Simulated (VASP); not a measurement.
Here is a VASP 6.6.1 calculation.

File POSCAR:

```
TiO2
1.0
    2.6805548658     -2.7284128728     -0.0617389515
    2.6752617647      2.7231209861     -0.0543959535
   -2.7090875630      0.0090815493      4.8052823094
Ti O
2 4
Direct
    0.1219484995      0.8575515384      0.2362471605
    0.8755807488      0.1482181876      0.7558577591
    0.3540058329      0.0989456189      0.6738295210
    0.6731971283      0.9418963086      0.3216654504
    0.9681807552      0.6826863602      0.8467382601
    0.0640405078      0.3491038293      0.1745947979
```

INCAR.step1

```
PREC = Accurate
ENCUT = 520
ISMEAR = 0
SIGMA = 0.02
LREAL = F
LASPH = T
NELM = 80
NBANDS = 33
GGA = PE
ALGO = Normal
EDIFF = 1E-4
LWAVE = T
LCHARG = F
```

Contents of INCAR.step2:

```
PREC = Accurate
ENCUT = 520
EDIFF = 1E-7
ISMEAR = 0
SIGMA = 0.02
LREAL = F
LASPH = T
NELM = 80
ALGO = Normal
ISIF = 2
LWAVE = F
LCHARG = F
METAGGA = R2SCAN
LMIXTAU = T
NBANDS = 33
ISTART = 1
```

Contents of KPOINTS:

```
regular mesh
0
Gamma
  4 4 2
```

Potentials or basis: VASP PAW PBE potentials, release 64 (Ti_sv, O).

Run with:

```bash
$ cat potpaw_PBE.64/Ti_sv/POTCAR potpaw_PBE.64/O/POTCAR > POTCAR
$ cp INCAR.step1 INCAR
$ mpirun -np 1 vasp_std > vasp.out
$ cp INCAR.step2 INCAR
$ mpirun -np 1 vasp_std > vasp.out
```

Task: What does it give for the band gap on the k mesh?

Result: 2.58 eV, indirect (least direct gap 3.01 eV).

Task: Estimate the largest force.

Result: 1.994 eV/Å.

Forces on the atoms (eV/Å):
```
Ti   0.566  0.404  1.868
Ti  -0.131 -0.303 -0.965
O    0.076 -0.287 -0.122
O   -0.632  0.137  0.915
O   -0.091  0.254 -1.153
O    0.212 -0.206 -0.543
```

Caveat: the k points lie up to 0.66 Å⁻¹ apart; the PAW data sets were made with another functional, which shifts forces and pressure a little. r2SCAN opens gaps a little over a GGA but as a rule still falls short of measured ones.
